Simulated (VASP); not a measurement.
KF:

```
K F
1.0
     3.83193    0.00000    0.00000
    -1.91597    3.31855    0.00000
     0.00000    0.00000    6.25746
K F
2 2
Direct
  0.00000 0.00000 0.00000
  0.33333 0.66667 0.50000
  0.66667 0.33333 0.25000
  0.66667 0.33333 0.75000
```

| Quantity | Value |
| --- | --- |
| Program | VASP 6.6.1 |
| Task | relaxation of cell and atoms |
| Functional | PBE |
| Potentials or basis | VASP PAW PBE potentials, release 64 (K_sv, F) |
| Cutoff | 600 eV |
| k mesh | 9 × 9 × 6 |
| Occupations | gaussian, width 0.02 eV |
| Spin | no spin polarisation |

At the start: pressure 0.0 GPa; volume 19.89 Å³/atom.

Q: Where does the relaxation end?

A: Over 6 steps the energy falls by 9.6 meV/atom and the volume is 19.84 Å³/atom (-0.3 %); space group P6_3/mmc (No. 194, to 0.05 Å).

Step by step:
```csv
step,energy change (eV),largest force (eV/Å),pressure (GPa),volume (Å³)
1,0.0000,0.0000,0.03,79.57
2,-0.0179,0.0000,0.01,79.61
3,-0.0380,0.0000,-0.10,79.61
4,-0.0382,0.0000,-0.11,79.61
5,-0.0382,0.0000,-0.11,79.61
6,-0.0383,0.0000,-0.03,79.37
```

Final structure:
```xyz
4
Lattice="3.7409 0.0000 0.0000 -1.8705 3.2397 0.0000 0.0000 0.0000 6.5486" Properties=species:S:1:pos:R:3 pbc="T T T"
K    -1.8705    3.2397    0.0000
K     0.0000    2.1598    3.2743
F     1.8705    1.0799    1.6372
F     1.8705    1.0799    4.9115
```
